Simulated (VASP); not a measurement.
# MgCdS4 (P4/mmm) in VASP: single point with PBE

Aim: the single point of MgCdS4 with PBE.

Everything below comes from runs of VASP 6.6.1. Logs are shortened: lines on timing, memory, paths and dates and some standing lists are left out, and cuts for length are marked.

**1. The cell of the first run**

Symmetry: P4/mmm, No. 123, tetragonal system. Conventional cell: a = 6.018 Å, b = 6.018 Å, c = 3.838 Å, α = 90.00°, β = 90.00°, γ = 90.00°. Mg (site symmetry 4/mmm) has 8 S at 2.75 Å within 3.6 Å. Cd (site symmetry 4/mmm) has 16 S at 3.72 Å and 2 Cd at 3.84 Å and 4 Mg at 4.26 Å within 4.9 Å. Within 2.8 Å of S (site symmetry m2m) lie 3 S at 2.09 to 2.78 Å and 2 Mg at 2.75 Å.

**2. Single point, PBE**

Input file POSCAR:

```
MgCdS4
1.0
    6.0176089313      0.0000000000      0.0000000000
    0.0000000000      6.0176089313      0.0000000000
    0.0000000000      0.0000000000      3.8376360129
Mg Cd S
1 1 4
Direct
    0.0000000000      0.0000000000      0.5000000000
    0.5000000000      0.5000000000      0.5000000000
    0.6735303564      0.0000000000      0.0000000000
    0.3264696436      0.0000000000      0.0000000000
    0.0000000000      0.3264696436      0.0000000000
    0.0000000000      0.6735303564      0.0000000000
```

Input file INCAR.step1:

```
SYSTEM = MgCdS4
ALGO = Normal ; EDIFF = 1E-6
ENCUT = 620 ; GGA = PE
GGA_COMPAT = .FALSE. ; ISIF = 2
ISMEAR = 0 ; LASPH = .TRUE.
LCHARG = .TRUE. ; LORBIT = 11
LREAL = .FALSE. ; LWAVE = .FALSE.
NBANDS = 36 ; NEDOS = 2001
NELM = 120 ; PREC = Accurate
SIGMA = 0.1
```

Input file KPOINTS.step1:

```
k-points
0
G
  6 6 10
  0 0 0
```

Input file INCAR.step2:

```
SYSTEM = MgCdS4
ALGO = Normal ; EDIFF = 1E-6
ENCUT = 620 ; GGA = PE
GGA_COMPAT = .FALSE. ; ICHARG = 11
ISIF = 2 ; ISMEAR = -5
LASPH = .TRUE. ; LCHARG = .FALSE.
LORBIT = 11 ; LREAL = .FALSE.
LWAVE = .FALSE. ; NBANDS = 36
NEDOS = 2001 ; NELM = 120
PREC = Accurate ; SIGMA = 0.1
```

Input file KPOINTS.step2:

```
k-points
0
G
  9 9 15
  0 0 0
```

Potentials or basis: VASP PAW PBE potentials, release 64 (Mg_sv, Cd_sv_GW, S).

On the command line:

```sh
cat potpaw_PBE.64/Mg_sv/POTCAR potpaw_PBE.64/Cd_sv_GW/POTCAR potpaw_PBE.64/S/POTCAR > POTCAR
cp INCAR.step1 INCAR
cp KPOINTS.step1 KPOINTS
mpirun -np 1 vasp_std > vasp.out
cp INCAR.step2 INCAR
cp KPOINTS.step2 KPOINTS
mpirun -np 1 vasp_std > vasp.out
```

OUTCAR:

```text
SYSTEM = MgCdS4
   EDIFF = 1E-6
   ENCUT = 620
   GGA = PE
   ICHARG = 11
   ISIF = 2
   ISMEAR = -5
   LASPH = .TRUE.
   LORBIT = 11
   LREAL = .FALSE.
   NELM = 120
   PREC = Accurate

 ion  position               nearest neighbor table
   1  0.000  0.000  0.500-
   2  0.500  0.500  0.500-
   3  0.674  0.000  0.000-   4 2.09   5 2.78   6 2.78
   4  0.326  0.000  0.000-   3 2.09   5 2.78   6 2.78
   5  0.000  0.326  0.000-   6 2.09   4 2.78   3 2.78
   6  0.000  0.674  0.000-   5 2.09   4 2.78   3 2.78

  LATTYP: Found a simple tetragonal cell.
 ALAT       =     6.0176089313
 C/A-ratio  =     0.6377343654

  Lattice vectors:

 A1 = (   6.0176089313,   0.0000000000,   0.0000000000)
 A2 = (   0.0000000000,   6.0176089313,   0.0000000000)
 A3 = (   0.0000000000,   0.0000000000,   3.8376360129)

Analysis of symmetry for initial positions (statically):
=====================================================================
 Subroutine PRICEL returns:
 Original cell was already a primitive cell.

 Routine SETGRP: Setting up the symmetry group for a
 simple tetragonal supercell.

 Subroutine GETGRP returns: Found 16 space group operations
 (whereof 16 operations were pure point group operations)
 out of a pool of 16 trial point group operations.

The static configuration has the point symmetry D_4h.

Analysis of symmetry for dynamics (positions and initial velocities):
=====================================================================
 Subroutine PRICEL returns:
 Original cell was already a primitive cell.

 Routine SETGRP: Setting up the symmetry group for a
 simple tetragonal supercell.

 Subroutine GETGRP returns: Found 16 space group operations
 (whereof 16 operations were pure point group operations)
 out of a pool of 16 trial point group operations.

The dynamic configuration has the point symmetry D_4h.

 Subroutine INISYM returns: Found 16 space group operations
 (whereof 16 operations are pure point group operations),
 and found     1 'primitive' translations

----------------------------------------------------------------------------------------

                                     Primitive cell

  volume of cell :     138.9670

[... 109 lines left out ...]
   NELECT =      54.0000    total number of electrons
   NUPDOWN=      -1.0000    fix difference up-down
   EMIN   =  10.00;   EMAX   =-10.00  energy-range for DOS
   EFERMI =   0.00;   METHOD = LEGACY
   ISMEAR =    -5;   SIGMA  =   0.10  broadening in eV -4-tet -1-fermi 0-gaus
   EFERMI_NEDOS =   21; number of points for ismear=-14 and -15
   IALGO  =     38    algorithm
   IMIX   =      4    mixing-type and parameters
     AMIX     =   0.40;   BMIX     =  1.00
     AMIX_MAG =   1.60;   BMIX_MAG =  1.00
  volume/ion in A,a.u.               =      23.16       156.30
  Fermi-wavevector in a.u.,A,eV,Ry     =   1.194636  2.257534 19.417618  1.427155
  Thomas-Fermi vector in A             =   2.330621
   LORBIT       =     11    0 simple, 1 ext, 2 COOP (PROOUT), +10 PAW based schemes
   GGA     = PE    functional components
   LHFCALC =     F    Hartree Fock is set to
   AEXX    =    0.0000 exact exchange contribution
   IVDW    =     0    specifies the selected vdW correction
   LEPSILON=     F    determine dielectric tensor
   LRPA    =     F    only Hartree local field effects (RPA)
 non-spin polarized calculation
 Fermi weights with tetrahedron method with Bloechl corrections
  energy-cutoff  :      620.00
  volume of cell :      138.97
 maximum number of plane-waves:      4913
 NGX is ok and might be reduce to    50

 number of electron      54.0000029 magnetization

 Free energy of the ion-electron system (eV)
  ---------------------------------------------------
  ext. energy  EPLUGINS =         0.00000000
  ---------------------------------------------------
  free energy    TOTEN  =       -18.59726379 eV

  energy without entropy =      -18.59726379  energy(sigma->0) =      -18.59726379

 E-fermi :   3.5757     XC(G=0):  -9.1679

 val. band max:        3.5790750135   @ k =   0.3333   0.0000   0.4000
 cond. band min:       3.5437710128   @ k =   0.4444   0.4444   0.4000
 fundamental gap:     -0.0353040008
 Fermi energy:         3.5756594703

 k-point     1 :       0.0000    0.0000    0.0000
  band No.  band energies     occupation
      1     -97.9037      2.00000
      2     -72.8677      2.00000
      3     -58.9574      2.00000
      4     -58.9574      2.00000
      5     -58.9535      2.00000
      6     -39.6417      2.00000
[... 925 lines left out ...]
     35       9.6079      0.00000
     36      10.3942      0.00000

 [... further k-points ...]

------------------------ aborting loop because EDIFF is reached ----------------------------------------

  FORCE on cell =-STRESS in cart. coord.  units (eV):
  Direction    XX          YY          ZZ          XY          YZ          ZX
  --------------------------------------------------------------------------------------
  -------------------------------------------------------------------------------------
  Total       -0.0776229     -0.0776229     -0.1277087      0.0000000      0.0000000      0.0000000
  in kB       -0.8949292     -0.8949292     -1.4723783      0.0000000      0.0000000      0.0000000
  external PRESSURE =      -1.0874123 kB  Pullay stress =       0.0000000 kB

 VOLUME and BASIS-vectors are now :
 -----------------------------------------------------------------------------
  energy-cutoff  :      620.00
  volume of cell :      138.97
      direct lattice vectors                 reciprocal lattice vectors
     6.017608931  0.000000000  0.000000000     0.166178961  0.000000000  0.000000000
     0.000000000  6.017608931  0.000000000     0.000000000  0.166178961  0.000000000
     0.000000000  0.000000000  3.837636013     0.000000000  0.000000000  0.260577084

 POSITION                                       TOTAL-FORCE (eV/Angst)
 -----------------------------------------------------------------------------------
      0.00000      0.00000      1.91882        -0.000000      0.000000     -0.000000
      3.00880      3.00880      1.91882        -0.000000      0.000000     -0.000000
      4.05304      0.00000      0.00000        -0.065216     -0.000000     -0.000000
      1.96457      0.00000      0.00000         0.065216      0.000000     -0.000000
      0.00000      1.96457      0.00000        -0.000000      0.065216      0.000000
      0.00000      4.05304      0.00000        -0.000000     -0.065216      0.000000
 -----------------------------------------------------------------------------------
    total drift:                                0.000000      0.000000      0.000000

  FREE ENERGIE OF THE ION-ELECTRON SYSTEM (eV)
  ---------------------------------------------------
  free  energy   TOTEN  =       -18.5972637925 eV

  energy  without entropy=      -18.5972637925  energy(sigma->0) =      -18.59726379

 total charge

# of ion       s       p       d       f       tot
--------------------------------------------------
    1        2.067   5.976   0.016   0.000   8.059
    2        2.477   5.998   9.173   0.001  17.649
    3        1.386   2.230   0.000   0.000   3.616
    4        1.386   2.230   0.000   0.000   3.616
    5        1.386   2.230   0.000   0.000   3.616
    6        1.386   2.230   0.000   0.000   3.616
--------------------------------------------------
tot         10.086  20.895   9.190   0.001  40.171
```

OSZICAR.step1:

```text
N       E                     dE             d eps       ncg     rms          rms(c)
DAV:   1     0.773637555914E+03    0.77364E+03   -0.32270E+04  5096   0.175E+03
DAV:   2     0.942546692462E+02   -0.67938E+03   -0.63034E+03  4416   0.581E+02
DAV:   3    -0.924090744002E+01   -0.10350E+03   -0.10120E+03  7192   0.221E+02
DAV:   4    -0.182098133421E+02   -0.89689E+01   -0.88466E+01  6432   0.512E+01
DAV:   5    -0.192846368053E+02   -0.10748E+01   -0.10705E+01  6964   0.145E+01    0.188E+01
DAV:   6    -0.186936689910E+02    0.59097E+00   -0.38947E+00  7080   0.109E+01    0.109E+01
DAV:   7    -0.186253876173E+02    0.68281E-01   -0.49520E-01  7056   0.634E+00    0.479E+00
DAV:   8    -0.186106680639E+02    0.14720E-01   -0.65018E-02  6732   0.215E+00    0.355E-01
DAV:   9    -0.186105237483E+02    0.14432E-03   -0.65817E-03  5984   0.658E-01    0.165E-01
DAV:  10    -0.186105390470E+02   -0.15299E-04   -0.62670E-04  6100   0.196E-01    0.546E-02
DAV:  11    -0.186105804795E+02   -0.41433E-04   -0.78711E-05  6096   0.558E-02    0.154E-02
DAV:  12    -0.186105865326E+02   -0.60531E-05   -0.12183E-05  5696   0.174E-02    0.524E-03
DAV:  13    -0.186105869910E+02   -0.45837E-06   -0.84151E-07  4040   0.690E-03
   1 F= -.18610587E+02 E0= -.18602567E+02  d E =-.160407E-01
```

It took 9.7 min on 1 thread of AMD EPYC 7R13 (Zen 3), shared host; peak memory 0.82 GiB.

Results:

- Valence electrons inside the program's atomic spheres: Mg 8.06; Cd 17.65; S 3.62
